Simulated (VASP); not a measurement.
Here is a VASP 6.6.1 calculation.

Contents of INCAR:

```
PREC = Accurate
ENCUT = 520
EDIFF = 1E-7
ISMEAR = -1
SIGMA = 0.02
LREAL = Auto
LASPH = True
NELM = 100
ALGO = Normal
ISIF = 2
LWAVE = False
LCHARG = False
GGA = PE
NBANDS = 30
```

The input KPOINTS:

```
regular mesh
0
Gamma
  1 1 1
```

File POSCAR:

```
H
1.0
    6.6038540000      0.0000000000      0.0000000000
    0.0000000000      6.6038540000      0.0000000000
    0.0000000000      0.0000000000      6.6038540000
H
24
Direct
    0.8865429187      0.7303462493      0.7876006950
    0.7898569532      0.6797848650      0.8388283569
    0.2427976148      0.7699291959      0.9643005433
    0.1890411266      0.7579513417      1.0666498684
    1.0039894886      0.5028881620      0.5595520434
    1.0942852462      0.4353669842      0.5669416677
    0.9470227537      0.1820754971      0.8259722277
    0.9662085201      0.0813312953      0.8909191512
    0.3797630899      1.0636061912      0.1956736173
    0.4713156893      0.9956155905      0.1872997192
    0.4200728847      0.3983885773     -0.0278019472
    0.3778096851      0.2978563730     -0.0313604753
    0.4832784008      0.5474076199      0.6927621356
    0.4704828423      0.6554203046      0.6432153103
    0.1608151846      0.4133495380      0.1515781542
    0.0534233495      0.3550956759      0.1536678431
    0.5220285003      1.1021594360      0.7378267297
    0.6083871630      1.0361373828      0.7559070809
    0.7090253661      0.8768213228      0.3175872756
    0.7715797472      0.7789693715      0.2948581238
    1.0022783665      0.0331170253      0.5015253214
    1.0068363110      0.0358427064      0.3926646470
    0.5164711394      0.3698446392      0.4691048591
    0.4732236661      0.2517772198      0.4826575512
```

Potentials or basis: VASP PAW PBE potentials, release 64 (H).

The run is started by

```console
$ cat potpaw_PBE.64/H/POTCAR > POTCAR
$ mpirun -np 1 vasp_gam > vasp.out
```

(1) What does it give for the pressure?

(2) What does it give for the band gap on the k mesh?

(3) Predict the largest force.

## Answers

(1) 0.0 GPa.

(2) 7.95 eV.

(3) 2.404 eV/Å.

Caveat: the k points lie up to 0.95 Å⁻¹ apart.
